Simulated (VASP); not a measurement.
# Ag (Fm-3m) in VASP: single point with r2SCAN+rVV10

Aim: the single point of Ag with r2SCAN+rVV10.

All numbers are computed with VASP 6.6.1; they aren't measurements. Logs are shortened: lines on timing, memory, paths and dates and some standing lists are left out, and cuts for length are marked.

## (1) The cell of the first run

The structure is cubic, space group Fm-3m (No. 225). Conventional cell: a = 4.076 Å, b = 4.076 Å, c = 4.076 Å, α = 90.00°, β = 90.00°, γ = 90.00°. Ag (site symmetry m-3m) has 12 Ag at 2.88 Å within 3.8 Å.

## (2) Single point, r2SCAN+rVV10

File POSCAR:

```
Ag
1.0
    0.0000000000      2.0381266379      2.0381266379
    2.0381266379      0.0000000000      2.0381266379
    2.0381266379      2.0381266379      0.0000000000
Ag
1
Direct
    0.0000000000      0.0000000000      0.0000000000
```

File INCAR.step1:

```
SYSTEM = Ag
  ALGO = Normal
  EDIFF = 1E-5
  ENCUT = 550
  GGA = PE
  GGA_COMPAT = .False.
  ISMEAR = 0
  LASPH = .True.
  LCHARG = .False.
  LREAL = .False.
  LWAVE = .True.
  NBANDS = 12
  NELM = 120
  PREC = Accurate
  SIGMA = 0.1
```

File INCAR.step2:

```
SYSTEM = Ag
  ALGO = Normal
  BPARAM = 11.95
  CPARAM = 0.0093
  EDIFF = 1E-6
  ENCUT = 550
  GGA_COMPAT = .False.
  ISIF = 2
  ISMEAR = 0
  ISTART = 1
  IVDW_NL = 2
  LASPH = .True.
  LCHARG = .False.
  LMIXTAU = .True.
  LREAL = .False.
  LUSE_VDW = .True.
  LWAVE = .False.
  METAGGA = R2SCAN
  NBANDS = 12
  NELM = 120
  PREC = Accurate
  SIGMA = 0.1
```

File KPOINTS:

```
k-points
0
Gamma
  18 18 18
  0 0 0
```

Potentials or basis: VASP PAW PBE potentials, release 64 (Ag).

Started as:

```sh
$ cat potpaw_PBE.64/Ag/POTCAR > POTCAR
$ cp INCAR.step1 INCAR
$ mpirun -np 1 vasp_std > vasp.out
$ cp INCAR.step2 INCAR
$ mpirun -np 1 vasp_std > vasp.out
```

OUTCAR:

```text
SYSTEM = Ag
   BPARAM = 11.95
   EDIFF = 1E-6
   ENCUT = 550
   ISIF = 2
   ISMEAR = 0
   ISTART = 1
   IVDW_NL = 2
   LASPH = .True.
   LREAL = .False.
   METAGGA = R2SCAN
   NELM = 120
   PREC = Accurate

 ion  position               nearest neighbor table
   1  0.000  0.000  0.000-

  LATTYP: Found a face centered cubic cell.
 ALAT       =     4.0762532758

  Lattice vectors:

 A1 = (   0.0000000000,   2.0381266379,   2.0381266379)
 A2 = (   2.0381266379,   0.0000000000,   2.0381266379)
 A3 = (   2.0381266379,   2.0381266379,   0.0000000000)

Analysis of symmetry for initial positions (statically):
=====================================================================
 Subroutine PRICEL returns:
 Original cell was already a primitive cell.

 Routine SETGRP: Setting up the symmetry group for a
 face centered cubic supercell.

 Subroutine GETGRP returns: Found 48 space group operations
 (whereof 48 operations were pure point group operations)
 out of a pool of 48 trial point group operations.

The static configuration has the point symmetry O_h .

Analysis of symmetry for dynamics (positions and initial velocities):
=====================================================================
 Subroutine PRICEL returns:
 Original cell was already a primitive cell.

 Routine SETGRP: Setting up the symmetry group for a
 face centered cubic supercell.

 Subroutine GETGRP returns: Found 48 space group operations
 (whereof 48 operations were pure point group operations)
 out of a pool of 48 trial point group operations.

The dynamic configuration has the point symmetry O_h .

 Subroutine INISYM returns: Found 48 space group operations
 (whereof 48 operations are pure point group operations),
 and found     1 'primitive' translations

----------------------------------------------------------------------------------------

                                     Primitive cell

  volume of cell :      16.9326

  direct lattice vectors                    reciprocal lattice vectors
     0.000000000  2.038126638  2.038126638    -0.245323323  0.245323323  0.245323323
     2.038126638  0.000000000  2.038126638     0.245323323 -0.245323323  0.245323323
     2.038126638  2.038126638  0.000000000     0.245323323  0.245323323 -0.245323323

  length of vectors
     2.882346333  2.882346333  2.882346333     0.424912460  0.424912460  0.424912460

  position of ions in fractional coordinates (direct lattice)
     0.000000000  0.000000000  0.000000000

  ion indices of the primitive-cell ions
   primitive index   ion index
                 1           1

----------------------------------------------------------------------------------------

 KPOINTS: k-points

Automatic generation of k-mesh.
 Grid dimensions read from file:
 generate k-points for:   18   18   18

 Generating k-lattice:

  Cartesian coordinates                     Fractional coordinates (reciprocal lattice)
    -0.013629074  0.013629074  0.013629074     0.055555556  0.000000000  0.000000000
     0.013629074 -0.013629074  0.013629074     0.000000000  0.055555556  0.000000000
     0.013629074  0.013629074 -0.013629074     0.000000000  0.000000000  0.055555556

  Length of vectors
     0.023606248  0.023606248  0.023606248

  Shift w.r.t. Gamma in fractional coordinates (k-lattice)
     0.000000000  0.000000000  0.000000000

 Subroutine IBZKPT returns following result:
 ===========================================

 Found    195 irreducible k-points:

 Following reciprocal coordinates:
            Coordinates               Weight
  0.000000  0.000000  0.000000      1.000000
  0.055556  0.000000  0.000000      8.000000
  0.111111  0.000000  0.000000      8.000000
  0.166667  0.000000  0.000000      8.000000
  0.222222  0.000000  0.000000      8.000000
  0.277778  0.000000  0.000000      8.000000
[... 16 lines left out ...]
 -0.277778  0.055556  0.000000     24.000000
 -0.222222  0.055556  0.000000     24.000000
 [... further k-points ...]
   k-points           NKPTS =    195   k-points in BZ     NKDIM =    195   number of bands    NBANDS=     12
   number of dos      NEDOS =    301   number of ions     NIONS =      1
   total plane-waves  NPLWV =  13824
   dimension x,y,z NGX =    24 NGY =   24 NGZ =   24
   dimension x,y,z NGXF=    48 NGYF=   48 NGZF=   48
   ions per type =               1
   NGX,Y,Z   is equivalent  to a cutoff of  13.84, 13.84, 13.84 a.u.
   NGXF,Y,Z  is equivalent  to a cutoff of  27.69, 27.69, 27.69 a.u.
 SYSTEM =  Ag
   PREC   = accura    normal or accurate (medium, high low for compatibility)
   ISTART =      1    job   : 0-new  1-cont  2-samecut
   ICHARG =      0    charge: 1-file 2-atom 10-const
   ISPIN  =      1    spin polarized calculation?
   LNONCOLLINEAR =      F non collinear calculations
   LSORBIT =      F    spin-orbit coupling
   LASPH  =      T    aspherical Exc in radial PAW
   ENCUT  =  550.0 eV  40.42 Ry    6.36 a.u.   5.51  5.51  5.51*2*pi/ulx,y,z
   NELM   =    120;   NELMIN=  2; NELMDL=  0     # of ELM steps
   EDIFF  = 0.1E-05   stopping-criterion for ELM
   LREAL  =      F    real-space projection
   EDIFFG = 0.1E-04   stopping-criterion for IOM
   NSW    =      0    number of steps for IOM
   IBRION =     -1    ionic relax: 0-MD 1-quasi-New 2-CG
   NFREE  =      0    steps in history (QN), initial steepest desc. (CG)
   ISIF   =      2    stress and relaxation
   ISYM   =      2    0-nonsym 1-usesym 2-fastsym
   POTIM  = 0.5000    time-step for ionic-motion
   TEBEG  =    0.0;   TEEND  =   0.0 temperature during run
   PSTRESS=    0.0 pullay stress
   NELECT =      11.0000    total number of electrons
   NUPDOWN=      -1.0000    fix difference up-down
   EMIN   =  10.00;   EMAX   =-10.00  energy-range for DOS
   EFERMI =   0.00;   METHOD = LEGACY
   ISMEAR =     0;   SIGMA  =   0.10  broadening in eV -4-tet -1-fermi 0-gaus
   EFERMI_NEDOS =   21; number of points for ismear=-14 and -15
   IALGO  =     38    algorithm
   IMIX   =      4    mixing-type and parameters
     AMIX     =   0.40;   BMIX     =  1.00
     AMIX_MAG =   1.60;   BMIX_MAG =  1.00
  volume/ion in A,a.u.               =      16.93       114.27
  Fermi-wavevector in a.u.,A,eV,Ry     =   1.417853  2.679354 27.351892  2.010307
  Thomas-Fermi vector in A             =   2.539040
   LORBIT       =      0    0 simple, 1 ext, 2 COOP (PROOUT), +10 PAW based schemes
   METAGGA = R2SCAN    functional components
   LHFCALC =     F    Hartree Fock is set to
   AEXX    =    0.0000 exact exchange contribution
   IVDW_NL    =     2    kernel type
   BPARAM     =11.9500
   IVDW    =     0    specifies the selected vdW correction
   LEPSILON=     F    determine dielectric tensor
   LRPA    =     F    only Hartree local field effects (RPA)
 non-spin polarized calculation
 Gauss-broadening in eV      SIGMA  =   0.10
  energy-cutoff  :      550.00
  volume of cell :       16.93
 maximum number of plane-waves:       531
 NGX is ok and might be reduce to    24
   NGX = 11   NGY = 11   NGZ = 11

 number of electron      10.9999999 magnetization

 Free energy of the ion-electron system (eV)
  ---------------------------------------------------
  ext. energy  EPLUGINS =         0.00000000
  ---------------------------------------------------
  free energy    TOTEN  =       -21.03826573 eV

  energy without entropy =      -21.03731048  energy(sigma->0) =      -21.03778810

 E-fermi :   8.4589     XC(G=0): -13.0560

 val. band max:        8.4241564500   @ k =   0.5000   0.1667   0.0556
 cond. band min:       8.5969116599   @ k =   0.5000   0.3333   0.1111
 fundamental gap:      0.1727552099
 Fermi energy:         8.4589176903

 k-point     1 :       0.0000    0.0000    0.0000
  band No.  band energies     occupation
      1       0.4701      2.00000
      2       3.3508      2.00000
      3       3.3508      2.00000
      4       3.3508      2.00000
      5       4.4117      2.00000
      6       4.4117      2.00000
      7      25.1575      0.00000
      8      28.9316      0.00000
      9      28.9316      0.00000
     10      28.9316      0.00000
     11      33.8965      0.00000
     12      35.0056      0.00000

 k-point     2 :       0.0556    0.0000    0.0000
  band No.  band energies     occupation
      1       0.5707      2.00000
      2       3.3276      2.00000
      3       3.3789      2.00000
      4       3.3789      2.00000
      5       4.4008      2.00000
      6       4.4008      2.00000
      7      25.1768      0.00000
      8      28.0511      0.00000
      9      28.9710      0.00000
     10      28.9710      0.00000
     11      34.0101      0.00000
     12      34.8991      0.00000

 k-point     3 :       0.1111    0.0000    0.0000
  band No.  band energies     occupation
      1       0.8603      2.00000
      2       3.2748      2.00000
      3       3.4517      2.00000
      4       3.4517      2.00000
      5       4.3798      2.00000
      6       4.3798      2.00000
      7      24.9185      0.00000
      8      26.5832      0.00000
      9      29.0661      0.00000
     10      29.0661      0.00000
     11      33.1590      0.00000
     12      34.5183      0.00000

 k-point     4 :       0.1667    0.0000    0.0000
  band No.  band energies     occupation
      1       1.2871      2.00000
      2       3.2567      2.00000
      3       3.5321      2.00000
      4       3.5321      2.00000
      5       4.3849      2.00000
      6       4.3849      2.00000
      7      23.3687      0.00000
      8      26.1062      0.00000
      9      29.1452      0.00000
     10      29.1452      0.00000
     11      32.3984      0.00000
     12      33.8367      0.00000

 k-point     5 :       0.2222    0.0000    0.0000
  band No.  band energies     occupation
      1       1.7019      2.00000
      2       3.4375      2.00000
      3       3.5654      2.00000
      4       3.5654      2.00000
      5       4.4674      2.00000
      6       4.4674      2.00000
      7      21.2153      0.00000
      8      25.9371      0.00000
      9      29.0885      0.00000
     10      29.0885      0.00000
     11      32.2035      0.00000
     12      33.0753      0.00000
[... 228 lines left out ...]
      1       1.8495      2.00000
      2       3.3470      2.00000
      3       3.4064      2.00000
      4       4.9391      2.00000
      5       5.0216      2.00000
      6       6.9737      2.00000
      7      14.1983      0.00000
      8      24.4745      0.00000
      9      26.5044      0.00000
     10      27.8633      0.00000
     11      32.2377      0.00000
     12      32.5687      0.00000

 k-point    22 :      -0.3333    0.0556    0.0000
  band No.  band energies     occupation
      1       1.9238      2.00000
      2       3.4177      2.00000
      3       3.4703      2.00000
      4       4.6441      2.00000
      5       4.8033      2.00000
      6       5.8556      2.00000
      7      16.1644      0.00000
      8      24.7419      0.00000
      9      26.8442      0.00000
     10      28.8160      0.00000
     11      32.0317      0.00000
     12      32.2493      0.00000

 k-point    23 :      -0.2778    0.0556    0.0000
  band No.  band energies     occupation
      1       1.9727      2.00000
      2       3.4856      2.00000
      3       3.5468      2.00000
      4       4.0870      2.00000
      5       4.5655      2.00000
      6       5.1259      2.00000
      7      18.3125      0.00000
      8      25.0735      0.00000
      9      27.3715      0.00000
     10      29.9070      0.00000
     11      31.6716      0.00000
     12      31.8562      0.00000

 k-point    24 :      -0.2222    0.0556    0.0000
  band No.  band energies     occupation
      1       1.8754      2.00000
      2       3.3977      2.00000
      3       3.6016      2.00000
      4       3.6437      2.00000
      5       4.3660      2.00000
      6       4.7564      2.00000
      7      20.5395      0.00000
      8      25.3905      0.00000
      9      27.9226      0.00000
     10      30.5827      0.00000
     11      31.1709      0.00000
     12      32.1918      0.00000

 [... further k-points ...]

------------------------ aborting loop because EDIFF is reached ----------------------------------------

  FORCE on cell =-STRESS in cart. coord.  units (eV):
  Direction    XX          YY          ZZ          XY          YZ          ZX
  --------------------------------------------------------------------------------------
  -------------------------------------------------------------------------------------
  Total        0.0502375      0.0502375      0.0502375     -0.0000000      0.0000000     -0.0000000
  in kB        4.7535198      4.7535198      4.7535198     -0.0000000      0.0000000     -0.0000000
  external PRESSURE =       4.7535198 kB  Pullay stress =       0.0000000 kB

 VOLUME and BASIS-vectors are now :
 -----------------------------------------------------------------------------
  energy-cutoff  :      550.00
  volume of cell :       16.93
      direct lattice vectors                 reciprocal lattice vectors
     0.000000000  2.038126638  2.038126638    -0.245323323  0.245323323  0.245323323
     2.038126638  0.000000000  2.038126638     0.245323323 -0.245323323  0.245323323
     2.038126638  2.038126638  0.000000000     0.245323323  0.245323323 -0.245323323

 POSITION                                       TOTAL-FORCE (eV/Angst)
 -----------------------------------------------------------------------------------
      0.00000      0.00000      0.00000         0.000000      0.000000      0.000000
 -----------------------------------------------------------------------------------
    total drift:                               -0.000000      0.000000      0.000000

  FREE ENERGIE OF THE ION-ELECTRON SYSTEM (eV)
  ---------------------------------------------------
  free  energy   TOTEN  =       -21.0382657319 eV

  energy  without entropy=      -21.0373104770  energy(sigma->0) =      -21.03778810
```

It took 3.4 min on 1 thread of Intel Xeon 8259CL, shared host; peak memory 0.24 GiB.

Results:

```
Free energy            : -21.0383 eV
Pressure               : 0.5 GPa
Band gap on the k mesh : zero (an odd number of electrons rules out a gap without spin polarisation)
```

Caveat: the PAW data sets were made with another functional, which shifts forces and pressure a little.

The gap in the log of VASP goes by the Fermi energy; the results here count the filled bands.